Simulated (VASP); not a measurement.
The system is SnTe3As.

```
Sn Te As
1.0
     5.55684    0.00000    0.00000
     0.00000    5.55684    0.00000
     0.00000    0.00000    5.98688
Sn Te As
1 3 1
Direct
  0.00000 0.00000 0.50000
  0.50000 0.50000 0.50000
  0.00000 0.50000 0.50000
  0.50000 0.00000 0.50000
  0.00000 0.00000 0.00000
```

The cell was built from a structure type or drawn by symmetry, and may not be a known phase.

| Property | Result |
| --- | --- |
| Program | VASP 6.6.1 |
| Task | relaxation of cell and atoms |
| Functional | PBE |
| Potentials or basis | VASP PAW PBE potentials, release 64 (Sn_d, Te, As) |
| Cutoff | 600 eV |
| k mesh | 4 × 4 × 4 |
| Occupations | gaussian, width 0.1 eV |
| Spin | no spin polarisation |

At the start: pressure 8.6 GPa; volume 36.97 Å³/atom.

Question: Where does the relaxation end?

Answer: Over 8 steps the energy falls by 330.7 meV/atom and the volume is 39.78 Å³/atom (+7.6 %); space group P4/mmm (No. 123, to 0.1 Å) before and after.

Step by step:
| step | energy change (eV) | largest force (eV/Å) | pressure (GPa) | volume (Å³) |
| --- | --- | --- | --- | --- |
| 1 | 0.0000 | 0.0000 | 8.63 | 184.87 |
| 2 | -1.0081 | 0.0000 | -4.04 | 240.14 |
| 3 | -1.4617 | 0.0000 | -1.48 | 215.81 |
| 4 | -1.6137 | 0.0000 | -0.86 | 206.58 |
| 5 | -1.6519 | 0.0000 | -0.28 | 200.93 |
| 6 | -1.6528 | 0.0000 | -0.15 | 199.81 |
| 7 | -1.6528 | 0.0000 | -0.19 | 200.13 |
| 8 | -1.6534 | 0.0000 | 0.05 | 198.89 |

Final structure:
```
CELL_PARAMETERS angstrom
6.06230 0.00000 0.00000
0.00000 6.06230 0.00000
0.00000 0.00000 5.41182
ATOMIC_POSITIONS crystal
Sn 0.00000 0.00000 0.50000
Te 0.50000 0.50000 0.50000
Te 0.00000 0.50000 0.50000
Te 0.50000 0.00000 0.50000
As 0.00000 0.00000 0.00000
```
